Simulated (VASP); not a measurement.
A run of VASP 6.6.1 is set up as follows.

File INCAR:

```
ALGO = Normal
EDIFF = 1E-6
ENCUT = 520
GGA = PE
ISIF = 2
ISMEAR = 0
LASPH = T
LCHARG = F
LREAL = F
LWAVE = F
NBANDS = 8
NELM = 100
PREC = Accurate
SIGMA = 0.1
```

File KPOINTS:

```
k-points
0
Gamma
  22 22 22
```

The input POSCAR:

```
As
1.0
    0.0000000000      1.9343681098      2.6579535510
    1.9333485715      0.0000000000      2.6579535510
    1.9333485715      1.9343681098      0.0000000000
As
1
Direct
    0.0000000000      0.0000000000      0.0000000000
```

Potentials or basis: VASP PAW PBE potentials, release 64 (As).

The run is started by

```bash
$ cat potpaw_PBE.64/As/POTCAR > POTCAR
$ mpirun -np 1 vasp_std > vasp.out
```

Task: Predict the pressure.

Result: 0.1 GPa.

Task: Estimate the band gap on the k mesh.

Result: Zero (an odd number of electrons rules out a gap without spin polarisation).

Stress tensor (GPa, compression positive):
```
0.15 0.00 0.00
0.00 0.14 0.00
0.00 0.00 0.04
```
